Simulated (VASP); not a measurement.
# HgTe (zincblende type) (F-43m) in VASP: a series of runs

HgTe (zincblende type) is run at these levels: PBEsol; tasks: single point.

Program: VASP 6.6.1. These are calculated values, not measurements. Logs are shortened: lines on timing, memory, paths and dates and some standing lists are left out, and cuts for length are marked.

### Step 1. The cell of the first run

The structure is cubic, space group F-43m (No. 216). Conventional cell: a = 5.836 Å, b = 5.836 Å, c = 5.836 Å, α = 90.00°, β = 90.00°, γ = 90.00°. Within 3.3 Å of Hg (site symmetry -43m) lie 4 Te at 2.53 Å. Te (site symmetry -43m) has 4 Hg at 2.53 Å within 3.3 Å.

### Step 2. Single point, PBEsol (volume scaled by 0.72)

File INCAR:

```
SYSTEM = HgTe
PREC     = Accurate       ! precision mode
ENCUT    = 520            ! plane-wave cutoff, eV
EDIFF    = 1E-6           ! SCF threshold, eV
ISMEAR   = -1             ! smearing method
SIGMA    = 0.05           ! smearing width, eV
LREAL    = .FALSE.        ! projectors in reciprocal space
LASPH    = .TRUE.         ! aspherical terms in the spheres
NELM     = 80             ! most SCF steps
ALGO     = Normal         ! electronic algorithm
ISIF     = 2              ! what is computed and relaxed
LWAVE    = .FALSE.        ! write WAVECAR
LCHARG   = .FALSE.        ! write CHGCAR
GGA      = PS             ! functional
NBANDS   = 16             ! bands
```

File KPOINTS:

```
regular mesh
0
G
  12 12 12
  0 0 0
```

File POSCAR:

```
HgTe
1.0
    0.0000000000      2.9181635056      2.9181635056
    2.9181635056      0.0000000000      2.9181635056
    2.9181635056      2.9181635056      0.0000000000
Hg Te
1 1
Direct
    0.0000000000      0.0000000000      0.0000000000
    0.2500000000      0.2500000000      0.2500000000
```

Potentials or basis: VASP PAW PBE potentials, release 64 (Hg, Te).

On the command line:

```console
> cat potpaw_PBE.64/Hg/POTCAR potpaw_PBE.64/Te/POTCAR > POTCAR
> mpirun -np 1 vasp_std > vasp.out
```

OUTCAR:

```text
SYSTEM = HgTe
   PREC = Accurate
   ENCUT = 520
   EDIFF = 1E-6
   ISMEAR = -1
   LREAL = .FALSE.
   LASPH = .TRUE.
   NELM = 80
   ISIF = 2
   GGA = PS

 ion  position               nearest neighbor table
   1  0.000  0.000  0.000-   2 2.53   2 2.53   2 2.53   2 2.53
   2  0.250  0.250  0.250-   1 2.53   1 2.53   1 2.53   1 2.53

  LATTYP: Found a face centered cubic cell.
 ALAT       =     5.8363270112

  Lattice vectors:

 A1 = (   0.0000000000,   2.9181635056,   2.9181635056)
 A2 = (   2.9181635056,   0.0000000000,   2.9181635056)
 A3 = (   2.9181635056,   2.9181635056,   0.0000000000)

Analysis of symmetry for initial positions (statically):
=====================================================================
 Subroutine PRICEL returns:
 Original cell was already a primitive cell.

 Routine SETGRP: Setting up the symmetry group for a
 face centered cubic supercell.

 Subroutine GETGRP returns: Found 24 space group operations
 (whereof 24 operations were pure point group operations)
 out of a pool of 48 trial point group operations.

The static configuration has the point symmetry T_d .

Analysis of symmetry for dynamics (positions and initial velocities):
=====================================================================
 Subroutine PRICEL returns:
 Original cell was already a primitive cell.

 Routine SETGRP: Setting up the symmetry group for a
 face centered cubic supercell.

 Subroutine GETGRP returns: Found 24 space group operations
 (whereof 24 operations were pure point group operations)
 out of a pool of 48 trial point group operations.

The dynamic configuration has the point symmetry T_d .

 Subroutine INISYM returns: Found 24 space group operations
 (whereof 24 operations are pure point group operations),
 and found     1 'primitive' translations

----------------------------------------------------------------------------------------

                                     Primitive cell

  volume of cell :      49.7003

  direct lattice vectors                    reciprocal lattice vectors
     0.000000000  2.918163506  2.918163506    -0.171340639  0.171340639  0.171340639
     2.918163506  0.000000000  2.918163506     0.171340639 -0.171340639  0.171340639
     2.918163506  2.918163506  0.000000000     0.171340639  0.171340639 -0.171340639

  length of vectors
     4.126906407  4.126906407  4.126906407     0.296770692  0.296770692  0.296770692

  position of ions in fractional coordinates (direct lattice)
     0.000000000  0.000000000  0.000000000
     0.250000000  0.250000000  0.250000000

  ion indices of the primitive-cell ions
   primitive index   ion index
                 1           1
                 2           2

----------------------------------------------------------------------------------------

 KPOINTS: regular mesh

Automatic generation of k-mesh.
 Grid dimensions read from file:
 generate k-points for:   12   12   12

 Generating k-lattice:

  Cartesian coordinates                     Fractional coordinates (reciprocal lattice)
    -0.014278387  0.014278387  0.014278387     0.083333333  0.000000000  0.000000000
     0.014278387 -0.014278387  0.014278387     0.000000000  0.083333333  0.000000000
     0.014278387  0.014278387 -0.014278387     0.000000000  0.000000000  0.083333333

  Length of vectors
     0.024730891  0.024730891  0.024730891

  Shift w.r.t. Gamma in fractional coordinates (k-lattice)
     0.000000000  0.000000000  0.000000000

 Subroutine IBZKPT returns following result:
 ===========================================

 Found     72 irreducible k-points:

 Following reciprocal coordinates:
            Coordinates               Weight
  0.000000  0.000000  0.000000      1.000000
  0.083333  0.000000  0.000000      8.000000
  0.166667  0.000000  0.000000      8.000000
  0.250000  0.000000  0.000000      8.000000
  0.333333  0.000000  0.000000      8.000000
  0.416667  0.000000  0.000000      8.000000
[... 16 lines left out ...]
  0.500000  0.166667  0.000000     24.000000
 -0.416667  0.166667  0.000000     24.000000
 [... further k-points ...]
   k-points           NKPTS =     72   k-points in BZ     NKDIM =     72   number of bands    NBANDS=     16
   number of dos      NEDOS =    301   number of ions     NIONS =      2
   total plane-waves  NPLWV =  32768
   dimension x,y,z NGX =    32 NGY =   32 NGZ =   32
   dimension x,y,z NGXF=    64 NGYF=   64 NGZF=   64
   ions per type =               1   1
   NGX,Y,Z   is equivalent  to a cutoff of  12.89, 12.89, 12.89 a.u.
   NGXF,Y,Z  is equivalent  to a cutoff of  25.78, 25.78, 25.78 a.u.
 SYSTEM =  HgTe
   PREC   = accura    normal or accurate (medium, high low for compatibility)
   ISTART =      0    job   : 0-new  1-cont  2-samecut
   ICHARG =      2    charge: 1-file 2-atom 10-const
   ISPIN  =      1    spin polarized calculation?
   LNONCOLLINEAR =      F non collinear calculations
   LSORBIT =      F    spin-orbit coupling
   LASPH  =      T    aspherical Exc in radial PAW
   ENCUT  =  520.0 eV  38.22 Ry    6.18 a.u.   7.67  7.67  7.67*2*pi/ulx,y,z
   NELM   =     80;   NELMIN=  2; NELMDL= -5     # of ELM steps
   EDIFF  = 0.1E-05   stopping-criterion for ELM
   LREAL  =      F    real-space projection
   EDIFFG = 0.1E-04   stopping-criterion for IOM
   NSW    =      0    number of steps for IOM
   IBRION =     -1    ionic relax: 0-MD 1-quasi-New 2-CG
   NFREE  =      0    steps in history (QN), initial steepest desc. (CG)
   ISIF   =      2    stress and relaxation
   ISYM   =      2    0-nonsym 1-usesym 2-fastsym
   POTIM  = 0.5000    time-step for ionic-motion
   TEBEG  =    0.0;   TEEND  =   0.0 temperature during run
   PSTRESS=    0.0 pullay stress
   NELECT =      18.0000    total number of electrons
   NUPDOWN=      -1.0000    fix difference up-down
   EMIN   =  10.00;   EMAX   =-10.00  energy-range for DOS
   EFERMI =   0.00;   METHOD = LEGACY
   ISMEAR =    -1;   SIGMA  =   0.05  broadening in eV -4-tet -1-fermi 0-gaus
   EFERMI_NEDOS =   21; number of points for ismear=-14 and -15
   IALGO  =     38    algorithm
   IMIX   =      4    mixing-type and parameters
     AMIX     =   0.40;   BMIX     =  1.00
     AMIX_MAG =   1.60;   BMIX_MAG =  1.00
  volume/ion in A,a.u.               =      24.85       167.70
  Fermi-wavevector in a.u.,A,eV,Ry     =   1.166933  2.205184 18.527508  1.361733
  Thomas-Fermi vector in A             =   2.303440
   LORBIT       =      0    0 simple, 1 ext, 2 COOP (PROOUT), +10 PAW based schemes
   GGA     = PS    functional components
   LHFCALC =     F    Hartree Fock is set to
   AEXX    =    0.0000 exact exchange contribution
   IVDW    =     0    specifies the selected vdW correction
   LEPSILON=     F    determine dielectric tensor
   LRPA    =     F    only Hartree local field effects (RPA)
 non-spin polarized calculation
  energy-cutoff  :      520.00
  volume of cell :       49.70
 maximum number of plane-waves:      1363
   NGX = 15   NGY = 15   NGZ = 15

 number of electron      18.0000001 magnetization

 Free energy of the ion-electron system (eV)
  ---------------------------------------------------
  ext. energy  EPLUGINS =         0.00000000
  ---------------------------------------------------
  free energy    TOTEN  =        -2.96119523 eV

  energy without entropy =       -2.96101297  energy(sigma->0) =       -2.96110410

 E-fermi :   6.9873     XC(G=0): -10.3973

 val. band max:        6.9196440796   @ k =   0.0000   0.0000   0.0000
 cond. band min:       7.5091798034   @ k =   0.5000   0.0000   0.0000
 fundamental gap:      0.5895357238
 Fermi energy:         6.9872698100

 k-point     1 :       0.0000    0.0000    0.0000
  band No.  band energies     occupation
      1      -7.9809      2.00000
      2      -2.8437      2.00000
      3      -2.8437      2.00000
      4      -2.8437      2.00000
      5      -1.8594      2.00000
      6      -1.8594      2.00000
[... 8 lines left out ...]
     15      16.1684      0.00000
     16      16.1684      0.00000

 k-point     2 :       0.0833    0.0000    0.0000
  band No.  band energies     occupation
      1      -7.9200      2.00000
      2      -2.8402      2.00000
      3      -2.8253      2.00000
      4      -2.8253      2.00000
      5      -1.8631      2.00000
      6      -1.8631      2.00000
[... 8 lines left out ...]
     15      15.6209      0.00000
     16      15.6209      0.00000

 k-point     3 :       0.1667    0.0000    0.0000
  band No.  band energies     occupation
      1      -7.7480      2.00000
      2      -2.8125      2.00000
      3      -2.7769      2.00000
      4      -2.7769      2.00000
      5      -1.8698      2.00000
      6      -1.8698      2.00000
[... 8 lines left out ...]
     15      15.1601      0.00000
     16      15.1601      0.00000

 k-point     4 :       0.2500    0.0000    0.0000
  band No.  band energies     occupation
      1      -7.4994      2.00000
      2      -2.7162      2.00000
      3      -2.7162      2.00000
      4      -2.7118      2.00000
      5      -1.8688      2.00000
      6      -1.8688      2.00000
[... 8 lines left out ...]
     15      15.1662      0.00000
     16      15.1662      0.00000
[... 324 lines left out ...]
 k-point    22 :       0.4167    0.1667    0.0000
  band No.  band energies     occupation
      1      -7.0123      2.00000
      2      -2.6863      2.00000
      3      -2.5327      2.00000
      4      -2.3464      2.00000
      5      -1.8006      2.00000
      6      -1.7993      2.00000
[... 8 lines left out ...]
     15      16.5896      0.00000
     16      17.3105      0.00000

 k-point    23 :       0.5000    0.1667    0.0000
  band No.  band energies     occupation
      1      -6.8654      2.00000
      2      -2.6323      2.00000
      3      -2.5194      2.00000
      4      -2.0765      2.00000
      5      -1.8110      2.00000
      6      -1.5405      2.00000
[... 8 lines left out ...]
     15      16.9877      0.00000
     16      17.3182      0.00000

 k-point    24 :      -0.4167    0.1667    0.0000
  band No.  band energies     occupation
      1      -6.8463      2.00000
      2      -2.6136      2.00000
      3      -2.5318      2.00000
      4      -1.9578      2.00000
      5      -1.8450      2.00000
      6      -1.4850      2.00000
[... 8 lines left out ...]
     15      16.3357      0.00000
     16      16.5504      0.00000

 [... further k-points ...]

------------------------ aborting loop because EDIFF is reached ----------------------------------------

  FORCE on cell =-STRESS in cart. coord.  units (eV):
  Direction    XX          YY          ZZ          XY          YZ          ZX
  --------------------------------------------------------------------------------------
  -------------------------------------------------------------------------------------
  Total       10.0812503     10.0812503     10.0812503      0.0000000      0.0000000      0.0000000
  in kB      324.9870965    324.9870965    324.9870965      0.0000000      0.0000000      0.0000000
  external PRESSURE =     324.9870965 kB  Pullay stress =       0.0000000 kB

 VOLUME and BASIS-vectors are now :
 -----------------------------------------------------------------------------
  energy-cutoff  :      520.00
  volume of cell :       49.70
      direct lattice vectors                 reciprocal lattice vectors
     0.000000000  2.918163506  2.918163506    -0.171340639  0.171340639  0.171340639
     2.918163506  0.000000000  2.918163506     0.171340639 -0.171340639  0.171340639
     2.918163506  2.918163506  0.000000000     0.171340639  0.171340639 -0.171340639

 POSITION                                       TOTAL-FORCE (eV/Angst)
 -----------------------------------------------------------------------------------
      0.00000      0.00000      0.00000        -0.000000     -0.000000     -0.000000
      1.45908      1.45908      1.45908         0.000000      0.000000      0.000000
 -----------------------------------------------------------------------------------
    total drift:                               -0.000000     -0.000000     -0.000000

  FREE ENERGIE OF THE ION-ELECTRON SYSTEM (eV)
  ---------------------------------------------------
  free  energy   TOTEN  =        -2.9611952311 eV

  energy  without entropy=       -2.9610129664  energy(sigma->0) =       -2.96110410
```

Wall time 22 s (1 thread of Intel Xeon Platinum 8488C (Sapphire Rapids), shared host); peak memory 0.21 GiB.

What came out:

- Free energy: -2.9612 eV
- Pressure: 32.5 GPa
- Band gap on the k mesh: zero (filled and empty bands touch)

Levels at points of the mesh, in eV from the Fermi level:
| k point | band 6 | band 7 | band 8 | band 9 | band 10 | band 11 | band 12 | band 13 |
| --- | --- | --- | --- | --- | --- | --- | --- | --- |
| (0.00, 0.00, 0.00) | -8.85 | -0.07 | -0.07 | -0.07 | -0.07 | 3.33 | 3.33 | 3.33 |
| (0.50, 0.00, 0.00) | -8.40 | -8.05 | -1.87 | -1.87 | 0.52 | 4.43 | 4.43 | 5.90 |
| (0.50, 0.50, 0.00) | -8.00 | -7.51 | -4.04 | -4.04 | 1.26 | 1.38 | 9.44 | 9.96 |

Caveat: the PAW data sets were made with another functional, which shifts forces and pressure a little; spin-orbit coupling is left out, which moves the levels of the heavy elements.

(Part 1 of 2 ends here.)
